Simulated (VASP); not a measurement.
# InCoB3 (Cmcm) in VASP: a series of runs

InCoB3 is run at these levels: PBE, RPBE, LDA; tasks: single point.

Everything below comes from runs of VASP 6.6.1. Logs are shortened: lines on timing, memory, paths and dates and some standing lists are left out, and cuts for length are marked.

### 1 The cell of the first run

The structure is orthorhombic, space group Cmcm (No. 63). Conventional cell: a = 3.324 Å, b = 19.192 Å, c = 3.259 Å, α = 90.00°, β = 90.00°, γ = 90.00°. Within 2.6 Å of Co (site symmetry m2m) lie 7 B at 1.94 to 2.40 Å. B (site symmetry m2m) has 2 B at 1.68 Å and 2 Co at 1.94 Å within 2.2 Å. Within 2.2 Å of B (site symmetry m2m) lie 2 B at 1.68 Å. Within 2.5 Å of B (site symmetry m2m) lie 3 B at 1.89 to 2.46 Å and 6 In at 2.50 Å. Within 3.4 Å of In (site symmetry m2m) lie 12 B at 2.50 to 2.80 Å and 2 Co at 3.03 Å and 6 In at 3.21 to 3.32 Å.

### 2 Single point, PBE

INCAR reads:

```
SYSTEM = InCoB3
PREC = Accurate ; ENCUT = 520
EDIFF = 1E-7 ; ISMEAR = 0
SIGMA = 0.0536 ; LREAL = .False.
LASPH = .True. ; NELM = 60
ALGO = Normal ; ISIF = 2
LWAVE = .False. ; LCHARG = .False.
GGA = PE ; NBANDS = 42
```

KPOINTS reads:

```
regular mesh
0
Gamma
  6 6 6
  0 0 0
```

POSCAR reads:

```
InCoB3
1.0
    3.3244960000      0.0000000000      0.0000000000
    1.6622480000     -9.5962020000      0.0000000000
    0.0000000000      0.0000000000     -3.2588810000
Co B In
2 6 2
Direct
    0.2050000000      0.5900000000      0.7500000000
    0.7950000000      0.4100000000      0.2500000000
    0.6530000000      0.6940000000      0.7500000000
    0.3470000000      0.3060000000      0.2500000000
    0.3260000000      0.3480000000      0.7500000000
    0.6740000000      0.6520000000      0.2500000000
    0.5250000000      0.9500000000      0.7500000000
    0.4750000000      0.0500000000      0.2500000000
    0.9280000000      0.1440000000      0.7500000000
    0.0720000000      0.8560000000      0.2500000000
```

Potentials or basis: VASP PAW PBE potentials, release 64 (Co, B, In_d).

Launch:

```
$ cat potpaw_PBE.64/Co/POTCAR potpaw_PBE.64/B/POTCAR potpaw_PBE.64/In_d/POTCAR > POTCAR
$ mpirun -np 1 vasp_std > vasp.out
```

OUTCAR:

```text
SYSTEM = InCoB3
   PREC = Accurate
   ENCUT = 520
   EDIFF = 1E-7
   ISMEAR = 0
   LREAL = .False.
   LASPH = .True.
   NELM = 60
   ISIF = 2
   GGA = PE

 ion  position               nearest neighbor table
   1  0.205  0.590  0.750-   3 1.94   3 1.94   5 2.32   6 2.40   6 2.40   6 2.40   6 2.40   2 2.90
                             2 2.90   2 2.90   2 2.90  10 3.03  10 3.03
   2  0.795  0.410  0.250-   4 1.94   4 1.94   6 2.32   5 2.40   5 2.40   5 2.40   5 2.40   1 2.90
                             1 2.90   1 2.90   1 2.90   9 3.03   9 3.03
   3  0.653  0.694  0.750-   6 1.68   6 1.68   1 1.94   1 1.94  10 2.80  10 2.80  10 2.80  10 2.80

   4  0.347  0.306  0.250-   5 1.68   5 1.68   2 1.94   2 1.94   9 2.80   9 2.80   9 2.80   9 2.80

   5  0.326  0.348  0.750-   4 1.68   4 1.68   1 2.32   2 2.40   2 2.40   2 2.40   2 2.40   9 2.57
                             9 2.57
   6  0.674  0.652  0.250-   3 1.68   3 1.68   2 2.32   1 2.40   1 2.40   1 2.40   1 2.40  10 2.57
                            10 2.57
   7  0.525  0.950  0.750-   8 1.89   8 1.89   9 2.50   9 2.50  10 2.50  10 2.50  10 2.50  10 2.50

   8  0.475  0.050  0.250-   7 1.89   7 1.89  10 2.50  10 2.50   9 2.50   9 2.50   9 2.50   9 2.50

   9  0.928  0.144  0.750-   7 2.50   7 2.50   8 2.50   8 2.50   8 2.50   8 2.50   5 2.57   5 2.57
                             4 2.80   4 2.80   4 2.80   4 2.80   2 3.03   2 3.03  10 3.21  10 3.21
  10  0.072  0.856  0.250-   8 2.50   8 2.50   7 2.50   7 2.50   7 2.50   7 2.50   6 2.57   6 2.57
                             3 2.80   3 2.80   3 2.80   3 2.80   1 3.03   1 3.03   9 3.21   9 3.21

  LATTYP: Found a base centered orthorhombic cell.
 ALAT       =     3.3244960000
 B/A-ratio  =     5.7730266482
 C/A-ratio  =     0.9802631737

  Lattice vectors:

 A1 = (   1.6622480000,   9.5962020000,   0.0000000000)
 A2 = (   1.6622480000,  -9.5962020000,   0.0000000000)
 A3 = (   0.0000000000,   0.0000000000,  -3.2588810000)

Analysis of symmetry for initial positions (statically):
=====================================================================
 Subroutine PRICEL returns:
 Original cell was already a primitive cell.

 Routine SETGRP: Setting up the symmetry group for a
 base centered orthorhombic supercell.

 Subroutine GETGRP returns: Found  8 space group operations
 (whereof  4 operations were pure point group operations)
 out of a pool of  8 trial point group operations.

The static configuration has the point symmetry C_2h.
 The point group associated with its full space group is D_2h.

Analysis of symmetry for dynamics (positions and initial velocities):
=====================================================================
 Subroutine PRICEL returns:
 Original cell was already a primitive cell.

 Routine SETGRP: Setting up the symmetry group for a
 base centered orthorhombic supercell.

 Subroutine GETGRP returns: Found  8 space group operations
 (whereof  4 operations were pure point group operations)
 out of a pool of  8 trial point group operations.

The dynamic configuration has the point symmetry C_2h.
 The point group associated with its full space group is D_2h.

 Subroutine INISYM returns: Found  8 space group operations
 (whereof  4 operations are pure point group operations),
 and found     1 'primitive' translations

----------------------------------------------------------------------------------------

                                     Primitive cell

  volume of cell :     103.9666

  direct lattice vectors                    reciprocal lattice vectors
     3.324496000  0.000000000  0.000000000     0.300797474  0.052103947  0.000000000
     1.662248000 -9.596202000  0.000000000     0.000000000 -0.104207894  0.000000000
     0.000000000  0.000000000 -3.258881000     0.000000000  0.000000000 -0.306853794

  length of vectors
     3.324496000  9.739104745  3.258881000     0.305276828  0.104207894  0.306853794

  position of ions in fractional coordinates (direct lattice)
     0.205000000  0.590000000  0.750000000
     0.795000000  0.410000000  0.250000000
     0.653000000  0.694000000  0.750000000
     0.347000000  0.306000000  0.250000000
     0.326000000  0.348000000  0.750000000
     0.674000000  0.652000000  0.250000000
     0.525000000  0.950000000  0.750000000
     0.475000000  0.050000000  0.250000000
     0.928000000  0.144000000  0.750000000
     0.072000000  0.856000000  0.250000000

  ion indices of the primitive-cell ions
   primitive index   ion index
                 1           1
                 2           2
                 3           3
                 4           4
                 5           5
                 6           6
                 7           7
                 8           8
                 9           9
                10          10

----------------------------------------------------------------------------------------

 KPOINTS: regular mesh

Automatic generation of k-mesh.
 Grid dimensions read from file:
 generate k-points for:    6    6    6

 Generating k-lattice:

  Cartesian coordinates                     Fractional coordinates (reciprocal lattice)
     0.050132912  0.008683991  0.000000000     0.166666667  0.000000000  0.000000000
     0.000000000 -0.017367982  0.000000000     0.000000000  0.166666667  0.000000000
     0.000000000  0.000000000 -0.051142299     0.000000000  0.000000000  0.166666667

  Length of vectors
     0.050879471  0.017367982  0.051142299

  Shift w.r.t. Gamma in fractional coordinates (k-lattice)
     0.000000000  0.000000000  0.000000000

 Subroutine IBZKPT returns following result:
 ===========================================

 Found     52 irreducible k-points:

 Following reciprocal coordinates:
            Coordinates               Weight
  0.000000  0.000000  0.000000      1.000000
  0.166667  0.000000  0.000000      4.000000
  0.333333 -0.000000  0.000000      4.000000
  0.500000 -0.000000  0.000000      2.000000
  0.000000  0.166667  0.000000      2.000000
  0.333333  0.166667  0.000000      2.000000
[... 16 lines left out ...]
  0.000000  0.333333  0.166667      4.000000
 -0.333333  0.333333  0.166667      4.000000
 [... further k-points ...]
   k-points           NKPTS =     52   k-points in BZ     NKDIM =     52   number of bands    NBANDS=     42
   number of dos      NEDOS =    301   number of ions     NIONS =     10
   total plane-waves  NPLWV =  48384
   dimension x,y,z NGX =    28 NGY =   72 NGZ =   24
   dimension x,y,z NGXF=    56 NGYF=  144 NGZF=   48
   ions per type =               2   6   2
   NGX,Y,Z   is equivalent  to a cutoff of  14.00, 12.29, 12.24 a.u.
   NGXF,Y,Z  is equivalent  to a cutoff of  28.00, 24.58, 24.49 a.u.
 SYSTEM =  InCoB3
   PREC   = accura    normal or accurate (medium, high low for compatibility)
   ISTART =      0    job   : 0-new  1-cont  2-samecut
   ICHARG =      2    charge: 1-file 2-atom 10-const
   ISPIN  =      1    spin polarized calculation?
   LNONCOLLINEAR =      F non collinear calculations
   LSORBIT =      F    spin-orbit coupling
   LASPH  =      T    aspherical Exc in radial PAW
   ENCUT  =  520.0 eV  38.22 Ry    6.18 a.u.   6.18 18.11  6.06*2*pi/ulx,y,z
   NELM   =     60;   NELMIN=  2; NELMDL= -5     # of ELM steps
   EDIFF  = 0.1E-06   stopping-criterion for ELM
   LREAL  =      F    real-space projection
   EDIFFG = 0.1E-05   stopping-criterion for IOM
   NSW    =      0    number of steps for IOM
   IBRION =     -1    ionic relax: 0-MD 1-quasi-New 2-CG
   NFREE  =      0    steps in history (QN), initial steepest desc. (CG)
   ISIF   =      2    stress and relaxation
   ISYM   =      2    0-nonsym 1-usesym 2-fastsym
   POTIM  = 0.5000    time-step for ionic-motion
   TEBEG  =    0.0;   TEEND  =   0.0 temperature during run
   PSTRESS=    0.0 pullay stress
   NELECT =      62.0000    total number of electrons
   NUPDOWN=      -1.0000    fix difference up-down
   EMIN   =  10.00;   EMAX   =-10.00  energy-range for DOS
   EFERMI =   0.00;   METHOD = LEGACY
   ISMEAR =     0;   SIGMA  =   0.05  broadening in eV -4-tet -1-fermi 0-gaus
   EFERMI_NEDOS =   21; number of points for ismear=-14 and -15
   IALGO  =     38    algorithm
   IMIX   =      4    mixing-type and parameters
     AMIX     =   0.40;   BMIX     =  1.00
     AMIX_MAG =   1.60;   BMIX_MAG =  1.00
  volume/ion in A,a.u.               =      10.40        70.16
  Fermi-wavevector in a.u.,A,eV,Ry     =   1.377973  2.603992 25.834887  1.898811
  Thomas-Fermi vector in A             =   2.503078
   LORBIT       =      0    0 simple, 1 ext, 2 COOP (PROOUT), +10 PAW based schemes
   GGA     = PE    functional components
   LHFCALC =     F    Hartree Fock is set to
   AEXX    =    0.0000 exact exchange contribution
   IVDW    =     0    specifies the selected vdW correction
   LEPSILON=     F    determine dielectric tensor
   LRPA    =     F    only Hartree local field effects (RPA)
 non-spin polarized calculation
 Gauss-broadening in eV      SIGMA  =   0.05
  energy-cutoff  :      520.00
  volume of cell :      103.97
 maximum number of plane-waves:      2824
 NGX is ok and might be reduce to    28
   NGX = 13   NGY = 37   NGZ = 13

 number of electron      62.0000001 magnetization

 Free energy of the ion-electron system (eV)
  ---------------------------------------------------
  ext. energy  EPLUGINS =         0.00000000
  ---------------------------------------------------
  free energy    TOTEN  =       -53.05578874 eV

  energy without entropy =      -53.04643799  energy(sigma->0) =      -53.05111336

 E-fermi :   9.2217     XC(G=0): -12.1740

 val. band max:        9.2151313408   @ k =  -0.1667   0.1667   0.0000
 cond. band min:       9.2220238795   @ k =   0.3333  -0.0000   0.3333
 fundamental gap:      0.0068925388
 Fermi energy:         9.2216977214

 k-point     1 :       0.0000    0.0000    0.0000
  band No.  band energies     occupation
      1      -6.0892      2.00000
      2      -6.0835      2.00000
      3      -5.9167      2.00000
      4      -5.9076      2.00000
      5      -5.8629      2.00000
      6      -5.8143      2.00000
[... 34 lines left out ...]
     41      13.8330      0.00000
     42      15.2293      0.00000
[... 994 lines left out ...]
      2      -5.9641      2.00000
      3      -5.9214      2.00000
      4      -5.8329      2.00000
      5      -5.8020      2.00000
      6      -5.7964      2.00000
[... 34 lines left out ...]
     41      14.5393      0.00000
     42      15.2930      0.00000

 [... further k-points ...]
[... 5 lines left out ...]
  --------------------------------------------------------------------------------------
  -------------------------------------------------------------------------------------
  Total        9.9261310      3.1707242     -8.8467216      0.0000000      0.0000000      0.0000000
  in kB      152.9666960     48.8624624   -136.3324524      0.0000000      0.0000000      0.0000000
  external PRESSURE =      21.8322353 kB  Pullay stress =       0.0000000 kB

 VOLUME and BASIS-vectors are now :
 -----------------------------------------------------------------------------
  energy-cutoff  :      520.00
  volume of cell :      103.97
      direct lattice vectors                 reciprocal lattice vectors
     3.324496000  0.000000000  0.000000000     0.300797474  0.052103947  0.000000000
     1.662248000 -9.596202000  0.000000000     0.000000000 -0.104207894  0.000000000
     0.000000000  0.000000000 -3.258881000     0.000000000  0.000000000 -0.306853794

 POSITION                                       TOTAL-FORCE (eV/Angst)
 -----------------------------------------------------------------------------------
      1.66225     -5.66176     -2.44416        -0.000000      1.977965     -0.000000
      3.32450     -3.93444     -0.81472         0.000000     -1.977965      0.000000
      3.32450     -6.65976     -2.44416         0.000000     -1.257766      0.000000
      1.66225     -2.93644     -0.81472         0.000000      1.257766     -0.000000
      1.66225     -3.33948     -2.44416        -0.000000     -1.898255     -0.000000
      3.32450     -6.25672     -0.81472         0.000000      1.898255      0.000000
      3.32450     -9.11639     -2.44416         0.000000     -1.448873      0.000000
      1.66225     -0.47981     -0.81472         0.000000      1.448873     -0.000000
      3.32450     -1.38185     -2.44416        -0.000000     -1.493037     -0.000000
      1.66225     -8.21435     -0.81472         0.000000      1.493037      0.000000
 -----------------------------------------------------------------------------------
    total drift:                                0.000000     -0.000000      0.000000

  FREE ENERGIE OF THE ION-ELECTRON SYSTEM (eV)
  ---------------------------------------------------
  free  energy   TOTEN  =       -53.0557887351 eV

  energy  without entropy=      -53.0464379913  energy(sigma->0) =      -53.05111336
```

It took 3.7 min on 1 thread of AMD EPYC 9R45 (Zen 5), shared host; peak memory 0.3 GiB.

What came out:

```yaml
Free_energy: -53.0558 eV
Pressure: 2.2 GPa
Largest_force: 1.978 eV/Å
Band_gap_on_the_k_mesh: zero (bands 31 and 32 overlap by 1.37 eV)
```

Forces on the atoms (eV/Å):
```
Co   0.000  1.978  0.000
Co   0.000 -1.978  0.000
B    0.000 -1.258  0.000
B    0.000  1.258  0.000
B    0.000 -1.898  0.000
B    0.000  1.898  0.000
B    0.000 -1.449  0.000
B    0.000  1.449  0.000
In   0.000 -1.493  0.000
In   0.000  1.493  0.000
```

Levels at points of the mesh, in eV from the Fermi level:
| k point | band 28 | band 29 | band 30 | band 31 | band 32 | band 33 | band 34 | band 35 |
| --- | --- | --- | --- | --- | --- | --- | --- | --- |
| (0.00, 0.00, 0.00) | -0.87 | -0.55 | 0.07 | 0.27 | 1.48 | 1.69 | 2.00 | 2.28 |
| (0.50, 0.00, 0.00) | -0.94 | -0.93 | -0.77 | -0.12 | 0.31 | 0.32 | 1.69 | 2.89 |
| (0.00, 0.50, 0.00) | -0.87 | -0.53 | -0.28 | 0.09 | 1.25 | 1.83 | 2.00 | 2.75 |
| (0.00, 0.00, 0.50) | -0.69 | -0.30 | -0.30 | 1.01 | 1.01 | 2.77 | 2.77 | 3.06 |
| (0.50, 0.00, 0.50) | -1.82 | -1.15 | -1.15 | -0.28 | -0.28 | 0.29 | 0.29 | 1.26 |
| (0.00, 0.50, 0.50) | -0.55 | -0.08 | -0.08 | 1.03 | 1.03 | 1.63 | 1.63 | 3.20 |

Caveat: the stress differs along the axes, from -14 to 15 GPa; spin-orbit coupling is left out, which moves the levels of the heavy elements; the run has no spin polarisation, though such a crystal can be magnetic; forces of over 1 eV/Å act on the atoms, so gaps and moduli don't describe the material at rest.

### 3 Single point, PBE

INCAR reads:

```
PREC = Accurate
ENCUT = 520
EDIFF = 1E-6
ISMEAR = 0
SIGMA = 0.0536
LREAL = False
LASPH = True
NELM = 100
ALGO = Normal
ISIF = 2
LWAVE = False
LCHARG = False
GGA = PE
NBANDS = 42
```

KPOINTS reads:

```
regular mesh
0
Gamma
  6 6 6
```

POSCAR is that of step 2.

Potentials or basis: VASP PAW PBE potentials, release 64 (Co, B, In_d).

Launch:

```
$ cat potpaw_PBE.64/Co/POTCAR potpaw_PBE.64/B/POTCAR potpaw_PBE.64/In_d/POTCAR > POTCAR
$ mpirun -np 1 vasp_std > vasp.out
```

Wall time 3.4 min (1 thread of AMD EPYC 9R45 (Zen 5), shared host); peak memory 0.3 GiB.

It converged, with:

```
Free energy            : -53.0558 eV
Pressure               : 2.2 GPa
Largest force          : 1.978 eV/Å
Band gap on the k mesh : zero (bands 31 and 32 overlap by 1.37 eV)
```

Forces on the atoms (eV/Å):
```
Co   0.000  1.978  0.000
Co   0.000 -1.978  0.000
B    0.000 -1.258  0.000
B    0.000  1.258  0.000
B    0.000 -1.898  0.000
B    0.000  1.898  0.000
B    0.000 -1.449  0.000
B    0.000  1.449  0.000
In   0.000 -1.493  0.000
In   0.000  1.493  0.000
```

Stress tensor (GPa, compression positive):
```
 15.33   0.00   0.00
  0.00   4.92   0.00
  0.00   0.00 -13.60
```

Levels at points of the mesh, in eV from the Fermi level:
| k point | band 27 | band 28 | band 29 | band 30 | band 31 | band 32 | band 33 | band 34 | band 35 | band 36 |
| --- | --- | --- | --- | --- | --- | --- | --- | --- | --- | --- |
| (0.00, 0.00, 0.00) | -1.01 | -0.87 | -0.55 | 0.07 | 0.27 | 1.48 | 1.69 | 2.00 | 2.28 | 3.26 |
| (0.50, 0.00, 0.00) | -1.39 | -0.94 | -0.93 | -0.77 | -0.12 | 0.31 | 0.32 | 1.69 | 2.89 | 3.12 |
| (0.00, 0.50, 0.00) | -1.01 | -0.87 | -0.53 | -0.28 | 0.09 | 1.25 | 1.83 | 2.00 | 2.75 | 3.54 |
| (0.00, 0.00, 0.50) | -0.69 | -0.69 | -0.30 | -0.30 | 1.01 | 1.01 | 2.77 | 2.77 | 3.06 | 3.06 |
| (0.50, 0.00, 0.50) | -1.82 | -1.82 | -1.15 | -1.15 | -0.28 | -0.28 | 0.29 | 0.29 | 1.26 | 1.26 |
| (0.00, 0.50, 0.50) | -0.55 | -0.55 | -0.08 | -0.08 | 1.03 | 1.03 | 1.63 | 1.63 | 3.20 | 3.20 |

Caveat: the stress differs along the axes, from -14 to 15 GPa; spin-orbit coupling is left out, which moves the levels of the heavy elements; the run has no spin polarisation, though such a crystal can be magnetic; forces of over 1 eV/Å act on the atoms, so gaps and moduli don't describe the material at rest.

(Part 1 of 2 ends here.)
